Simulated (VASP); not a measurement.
# Si (Fd-3m) in VASP: a series of runs, part 2 of 2

VASP 6.6.1. The steps go on from the part before.

## Step 3: Single point, PBE+D3(BJ)

This run uses another cell than the first one, of 19.91 Å³/atom.

Input file INCAR:

```
SYSTEM = Si
PREC = Accurate ; ENCUT = 500
EDIFF = 1E-6 ; ISMEAR = 0
SIGMA = 0.02 ; LREAL = .FALSE.
LASPH = .TRUE. ; NELM = 120
ALGO = Normal ; ISIF = 2
LWAVE = .FALSE. ; LCHARG = .FALSE.
GGA = PE ; IVDW = 12
NBANDS = 11 ; GGA_COMPAT = .FALSE.
```

Input file KPOINTS:

```
regular mesh
0
G
  10 10 10
  0 0 0
```

Input file POSCAR:

```
Si
1.0
    0.0000000000      2.7105616046      2.7105616046
    2.7105616046      0.0000000000      2.7105616046
    2.7105616046      2.7105616046      0.0000000000
Si
2
Direct
    0.5000000000      0.5000000000      0.5000000000
    0.7500000000      0.7500000000      0.7500000000
```

Potentials or basis: VASP PAW PBE potentials, release 64 (Si).

On the command line:

```
> cat potpaw_PBE.64/Si/POTCAR > POTCAR
> mpirun -np 1 vasp_std > vasp.out
```

OUTCAR:

```text
SYSTEM = Si
   PREC = Accurate
   ENCUT = 500
   EDIFF = 1E-6
   ISMEAR = 0
   LREAL = .FALSE.
   LASPH = .TRUE.
   NELM = 120
   ISIF = 2
   GGA = PE
   IVDW = 12
 IVDW          = 12

 ion  position               nearest neighbor table
   1  0.500  0.500  0.500-   2 2.35   2 2.35   2 2.35   2 2.35
   2  0.750  0.750  0.750-   1 2.35   1 2.35   1 2.35   1 2.35

  LATTYP: Found a face centered cubic cell.
 ALAT       =     5.4211232092

  Lattice vectors:

 A1 = (   0.0000000000,   2.7105616046,   2.7105616046)
 A2 = (   2.7105616046,   0.0000000000,   2.7105616046)
 A3 = (   2.7105616046,   2.7105616046,   0.0000000000)

Analysis of symmetry for initial positions (statically):
=====================================================================
 Subroutine PRICEL returns:
 Original cell was already a primitive cell.

 Routine SETGRP: Setting up the symmetry group for a
 face centered cubic supercell.

 Subroutine GETGRP returns: Found 48 space group operations
 (whereof 24 operations were pure point group operations)
 out of a pool of 48 trial point group operations.

The static configuration has the point symmetry T_d .
 The point group associated with its full space group is O_h .

Analysis of symmetry for dynamics (positions and initial velocities):
=====================================================================
 Subroutine PRICEL returns:
 Original cell was already a primitive cell.

 Routine SETGRP: Setting up the symmetry group for a
 face centered cubic supercell.

 Subroutine GETGRP returns: Found 48 space group operations
 (whereof 24 operations were pure point group operations)
 out of a pool of 48 trial point group operations.

The dynamic configuration has the point symmetry T_d .
 The point group associated with its full space group is O_h .

 Subroutine INISYM returns: Found 48 space group operations
 (whereof 24 operations are pure point group operations),
 and found     1 'primitive' translations

[... 120 lines left out ...]
   LHFCALC =     F    Hartree Fock is set to
   AEXX    =    0.0000 exact exchange contribution
   IVDW    =    12    specifies the selected vdW correction
   LEPSILON=     F    determine dielectric tensor
   LRPA    =     F    only Hartree local field effects (RPA)
 non-spin polarized calculation
 Gauss-broadening in eV      SIGMA  =   0.02
  energy-cutoff  :      500.00
  volume of cell :       39.83
 maximum number of plane-waves:      1031
   NGX = 13   NGY = 13   NGZ = 13

 number of electron       8.0000001 magnetization

 Free energy of the ion-electron system (eV)
  ---------------------------------------------------
  ext. energy  EPLUGINS =         0.00000000
  ---------------------------------------------------
  free energy    TOTEN  =       -10.84121027 eV

  energy without entropy =      -10.84121027  energy(sigma->0) =      -10.84121027

 E-fermi :   6.0274     XC(G=0):  -9.4300

 val. band max:        5.8795194686   @ k =   0.0000   0.0000   0.0000
 cond. band min:       6.4519540714   @ k =   0.4000   0.4000   0.0000
 fundamental gap:      0.5724346028
 Fermi energy:         6.0273531739

 k-point     1 :       0.0000    0.0000    0.0000
  band No.  band energies     occupation
      1      -6.1144      2.00000
      2       5.8795      2.00000
      3       5.8795      2.00000
      4       5.8795      2.00000
      5       8.4475      0.00000
      6       8.4475      0.00000
      7       8.4475      0.00000
      8       9.3146      0.00000
      9      13.6023      0.00000
     10      13.6023      0.00000
     11      13.8601      0.00000
[... 309 lines left out ...]
 k-point    24 :       0.4000    0.3000    0.0000
  band No.  band energies     occupation
      1      -3.9420      2.00000
      2       0.4552      2.00000
      3       3.0114      2.00000
      4       3.4359      2.00000
      5       6.9240      0.00000
      6       8.1196      0.00000
      7      12.8627      0.00000
      8      12.9708      0.00000
      9      16.3662      0.00000
     10      16.7159      0.00000
     11      18.0782      0.00000

 [... further k-points ...]

------------------------ aborting loop because EDIFF is reached ----------------------------------------

 Edisp (eV)   -0.63162

 E8    (eV) :    -0.2619

  FORCE on cell =-STRESS in cart. coord.  units (eV):
  Direction    XX          YY          ZZ          XY          YZ          ZX
  --------------------------------------------------------------------------------------
  -------------------------------------------------------------------------------------
  Total      -0.01482    -0.01482    -0.01482    -0.00000     0.00000    -0.00000
  in kB      -0.59625    -0.59625    -0.59625    -0.00000     0.00000    -0.00000
  external pressure =       -0.60 kB  Pullay stress =        0.00 kB

 VOLUME and BASIS-vectors are now :
 -----------------------------------------------------------------------------
  energy-cutoff  :      500.00
  volume of cell :       39.83
      direct lattice vectors                 reciprocal lattice vectors
     0.000000000  2.710561605  2.710561605    -0.184463618  0.184463618  0.184463618
     2.710561605  0.000000000  2.710561605     0.184463618 -0.184463618  0.184463618
     2.710561605  2.710561605  0.000000000     0.184463618  0.184463618 -0.184463618

 POSITION                                       TOTAL-FORCE (eV/Angst)
 -----------------------------------------------------------------------------------
      2.71056      2.71056      2.71056        -0.000000     -0.000000     -0.000000
      4.06584      4.06584      4.06584         0.000000      0.000000      0.000000
 -----------------------------------------------------------------------------------
    total drift:                                0.000000      0.000000     -0.000000

  FREE ENERGIE OF THE ION-ELECTRON SYSTEM (eV)
  ---------------------------------------------------
  free  energy   TOTEN  =       -11.4728338617 eV

  energy  without entropy=      -11.4728338617  energy(sigma->0) =      -11.47283386
```

OSZICAR:

```text
N       E                     dE             d eps       ncg     rms          rms(c)
DAV:   1     0.860238730103E+01    0.86024E+01   -0.33296E+03  1034   0.579E+02
DAV:   2    -0.104267138083E+02   -0.19029E+02   -0.18301E+02  1371   0.861E+01
DAV:   3    -0.110200493338E+02   -0.59334E+00   -0.59182E+00  1357   0.133E+01
DAV:   4    -0.110244967403E+02   -0.44474E-02   -0.44471E-02  1221   0.145E+00
DAV:   5    -0.110245427426E+02   -0.46002E-04   -0.46002E-04  1315   0.138E-01    0.492E+00
DAV:   6    -0.108974636836E+02    0.12708E+00   -0.73083E-02  1157   0.111E+00    0.300E+00
DAV:   7    -0.108397355600E+02    0.57728E-01   -0.13980E-01  1177   0.165E+00    0.189E-01
DAV:   8    -0.108409837680E+02   -0.12482E-02   -0.60596E-03  1169   0.420E-01    0.815E-02
DAV:   9    -0.108411841827E+02   -0.20041E-03   -0.19010E-04  1261   0.849E-02    0.600E-02
DAV:  10    -0.108412097783E+02   -0.25596E-04   -0.22404E-05  1225   0.272E-02    0.600E-03
DAV:  11    -0.108412102690E+02   -0.49069E-06   -0.19895E-06  1274   0.734E-03
   1 F= -.11472834E+02 E0= -.11472834E+02  d E =-.632423E-28
```

Wall time 14 s (1 thread of Intel Xeon 8259CL, shared host); peak memory 0.16 GiB.

What came out:

| Property | Result |
| --- | --- |
| Free energy | -11.4728 eV |
| Pressure | -0.1 GPa |
| Band gap on the k mesh | 0.57 eV (least direct gap 2.57 eV) |
| Dispersion energy per atom | -0.316 eV |

Levels at points of the mesh, in eV from the valence-band top:
```tsv
k point	band 1	band 2	band 3	band 4	band 5	band 6	band 7	band 8	band 9
(0.00, 0.00, 0.00)	-11.99	0.00	0.00	0.00	2.57	2.57	2.57	3.44	7.72
(0.50, 0.00, 0.00)	-9.65	-6.99	-1.20	-1.20	1.56	3.34	3.34	7.74	10.56
(0.50, 0.50, 0.00)	-7.83	-7.83	-2.86	-2.86	0.70	0.70	10.16	10.16	10.99
```

## Step 4: Single point, PBE+D3(BJ)

This run uses another cell than the first one, of 19.91 Å³/atom.

Input file INCAR:

```
PREC = Accurate
ENCUT = 500
EDIFF = 1E-6
ISMEAR = 0
SIGMA = 0.02
LREAL = F
LASPH = T
NELM = 120
ALGO = Normal
ISIF = 2
LWAVE = F
LCHARG = F
GGA = PE
IVDW = 12
NBANDS = 11
GGA_COMPAT = F
```

Input file KPOINTS:

```
Automatic mesh
0
Gamma
  12 12 12
```

POSCAR is that of step 3.

On the command line:

```
> cat potpaw_PBE.64/Si/POTCAR > POTCAR
> mpirun -np 1 vasp_std > vasp.out
```

It took 21 s on 1 thread of Intel Xeon 8259CL, shared host; peak memory 0.17 GiB.

It converged, with:

* Free energy: -11.4734 eV
* Pressure: -0.1 GPa
* Band gap on the k mesh: 0.56 eV (least direct gap 2.57 eV)
* Dispersion energy per atom: -0.316 eV

Levels at points of the mesh, in eV from the valence-band top:
```tsv
k point	band 1	band 2	band 3	band 4	band 5	band 6	band 7	band 8
(0.00, 0.00, 0.00)	-11.99	0.00	0.00	0.00	2.57	2.57	2.57	3.43
(0.50, 0.00, 0.00)	-9.65	-6.99	-1.20	-1.20	1.56	3.34	3.34	7.74
(0.50, 0.50, 0.00)	-7.83	-7.83	-2.86	-2.86	0.70	0.70	10.16	10.16
```

A k mesh can miss the band edges.

## Step 5: Relaxation of cell and atoms, PBE+D3(BJ)

This run uses another cell than the first one, of 19.91 Å³/atom.

Input file INCAR:

```
ALGO     = Normal         # electronic algorithm
EDIFF    = 1E-7           # SCF threshold, eV
EDIFFG   = -0.002         # ionic threshold
ENCUT    = 500            # plane-wave cutoff, eV
GGA      = PE             # functional
GGA_COMPAT= False        
IBRION   = 2              # ionic algorithm
ISIF     = 3              # what is computed and relaxed
ISMEAR   = 0              # smearing method
IVDW     = 12             # dispersion correction
LASPH    = True           # aspherical terms in the spheres
LCHARG   = False          # write CHGCAR
LREAL    = False          # projectors in reciprocal space
LWAVE    = False          # write WAVECAR
NELM     = 120            # most SCF steps
NELMIN   = 4            
NSW      = 100            # ionic steps
PREC     = Accurate       # precision mode
SIGMA    = 0.02           # smearing width, eV
```

Input file KPOINTS:

```
k-points
0
Gamma
  12 12 12
```

POSCAR is that of step 4.

Potentials or basis: VASP PAW PBE potentials, release 64 (Si).

On the command line:

```
> cat potpaw_PBE.64/Si/POTCAR > POTCAR
> mpirun -np 1 vasp_std > vasp.out
```

OUTCAR:

```text
EDIFF = 1E-7
   EDIFFG = -0.002
   ENCUT = 500
   GGA = PE
   IBRION = 2
   ISIF = 3
   ISMEAR = 0
   IVDW = 12
   LASPH = True
   LREAL = False
   NELM = 120
   NELMIN = 4
   NSW = 100
   PREC = Accurate
 IVDW          = 12

 ion  position               nearest neighbor table
   1  0.500  0.500  0.500-   2 2.35   2 2.35   2 2.35   2 2.35
   2  0.750  0.750  0.750-   1 2.35   1 2.35   1 2.35   1 2.35

  LATTYP: Found a face centered cubic cell.
 ALAT       =     5.4211232092

  Lattice vectors:

 A1 = (   0.0000000000,   2.7105616046,   2.7105616046)
 A2 = (   2.7105616046,   0.0000000000,   2.7105616046)
 A3 = (   2.7105616046,   2.7105616046,   0.0000000000)

Analysis of symmetry for initial positions (statically):
=====================================================================
 Subroutine PRICEL returns:
 Original cell was already a primitive cell.

 Routine SETGRP: Setting up the symmetry group for a
 face centered cubic supercell.

 Subroutine GETGRP returns: Found 48 space group operations
 (whereof 24 operations were pure point group operations)
 out of a pool of 48 trial point group operations.

The static configuration has the point symmetry T_d .
 The point group associated with its full space group is O_h .

[... 150 lines left out ...]
   NGX = 13   NGY = 13   NGZ = 13

--------------------------------------- Ionic step        1  -------------------------------------------

 number of electron       8.0000001 magnetization

 Free energy of the ion-electron system (eV)
  ---------------------------------------------------
  ext. energy  EPLUGINS =         0.00000000
  ---------------------------------------------------
  free energy    TOTEN  =       -10.84179021 eV

  energy without entropy =      -10.84179021  energy(sigma->0) =      -10.84179021

------------------------ aborting loop because EDIFF is reached ----------------------------------------

 Edisp (eV)   -0.63162

 E8    (eV) :    -0.2619
[... 71 lines left out ...]
--------------------------------------- Ionic step        3  -------------------------------------------

 number of electron       8.0000001 magnetization

 Free energy of the ion-electron system (eV)
  ---------------------------------------------------
  ext. energy  EPLUGINS =         0.00000000
  ---------------------------------------------------
  free energy    TOTEN  =       -10.84131378 eV

  energy without entropy =      -10.84131378  energy(sigma->0) =      -10.84131378

 E-fermi :   6.0310     XC(G=0):  -9.4329

 val. band max:        5.8872441271   @ k =   0.0000   0.0000   0.0000
 cond. band min:       6.4492470851   @ k =   0.4167   0.4167   0.0000
 fundamental gap:      0.5620029580
 Fermi energy:         6.0310157448

 k-point     1 :       0.0000    0.0000    0.0000
  band No.  band energies     occupation
      1      -6.1119      2.00000
      2       5.8872      2.00000
      3       5.8872      2.00000
      4       5.8872      2.00000
      5       8.4555      0.00000
      6       8.4555      0.00000
      7       8.4555      0.00000
      8       9.3313      0.00000
[... 243 lines left out ...]
 k-point    24 :      -0.4167    0.1667    0.0000
  band No.  band energies     occupation
      1      -3.4903      2.00000
      2      -0.8986      2.00000
      3       2.8856      2.00000
      4       4.2889      2.00000
      5       8.0790      0.00000
      6       9.9710      0.00000
      7      10.2872      0.00000
      8      13.8903      0.00000

 [... further k-points ...]

------------------------ aborting loop because EDIFF is reached ----------------------------------------

 Edisp (eV)   -0.63211

 E8    (eV) :    -0.2621
[... 25 lines left out ...]
  FREE ENERGIE OF THE ION-ELECTRON SYSTEM (eV)
  ---------------------------------------------------
  free  energy   TOTEN  =       -11.4734205411 eV

  energy  without entropy=      -11.4734205411  energy(sigma->0) =      -11.47342054

 reached required accuracy - stopping structural energy minimisation
```

OSZICAR:

```text
N       E                     dE             d eps       ncg     rms          rms(c)
DAV:   1     0.848836378223E+01    0.84884E+01   -0.33067E+03  1152   0.778E+02
DAV:   2    -0.107567236417E+02   -0.19245E+02   -0.18508E+02  1776   0.830E+01
DAV:   3    -0.110235746527E+02   -0.26685E+00   -0.26685E+00  1448   0.124E+01
[... 17 lines left out ...]
       N       E                     dE             d eps       ncg     rms          rms(c)
DAV:   1    -0.108413151451E+02   -0.25817E-03   -0.35011E-05  1360   0.341E-02    0.552E-03
DAV:   2    -0.108413144009E+02    0.74426E-06   -0.51709E-07  1584   0.506E-03    0.338E-03
DAV:   3    -0.108413137969E+02    0.60394E-06   -0.66175E-07  1376   0.416E-03    0.116E-03
DAV:   4    -0.108413137758E+02    0.21111E-07   -0.62653E-09   664   0.754E-04
   3 F= -.11473421E+02 E0= -.11473421E+02  d E =-.674333E-05
```

Run time: 32 s. Hardware: 1 thread of Intel Xeon 8259CL, shared host; peak memory 0.16 GiB.

What came out:

| Item | Value |
| --- | --- |
| Free energy | -11.4734 eV |
| Relaxed volume | 19.90 Å³/atom |
| Relaxed cell | a = 3.832 Å, b = 3.832 Å, c = 3.832 Å, α = 60.00°, β = 60.00°, γ = 60.00° |
| Space group after relaxing (to 0.1 Å) | Fd-3m (No. 227) |
| Energy gained by relaxing | 0.0 meV/atom |
| Ionic steps | 3 |
| Pressure after relaxing | 0.0 GPa |
| Band gap on the k mesh | 0.56 eV (least direct gap 2.57 eV) |
| Dispersion energy per atom | -0.316 eV |

Final structure:
```
Si
1.0
     0.00000    2.70987    2.70987
     2.70987    0.00000    2.70987
     2.70987    2.70987    0.00000
Si
2
Direct
  0.50000 0.50000 0.50000
  0.75000 0.75000 0.75000
```

## Step 6: The runs side by side

```tsv
task	cell	k mesh	smearing	gap on the mesh (eV)	pressure (GPa)
single point	a = 3.845 Å, angles 60.0°, 2 atoms	6 × 6 × 6	gaussian 0.1 eV	0.71	-0.8
single point	a = 3.833 Å, angles 60.0°, 2 atoms	10 × 10 × 10	gaussian 0.02 eV	0.57	-0.1
single point	a = 3.833 Å, angles 60.0°, 2 atoms	12 × 12 × 12	gaussian 0.02 eV	0.56	-0.1
relaxation of cell and atoms	relaxed from a = 3.833 Å, angles 60.0°, 2 atoms	12 × 12 × 12	gaussian 0.02 eV	0.56	0.0
```

Alike in all rows: level PBE+D3(BJ); potentials or basis VASP PAW PBE potentials, release 64 (Si); no spin polarisation; cutoff (eV) 500.

Total energies depend on the potentials used, so only differences within one code and one set of settings carry meaning.
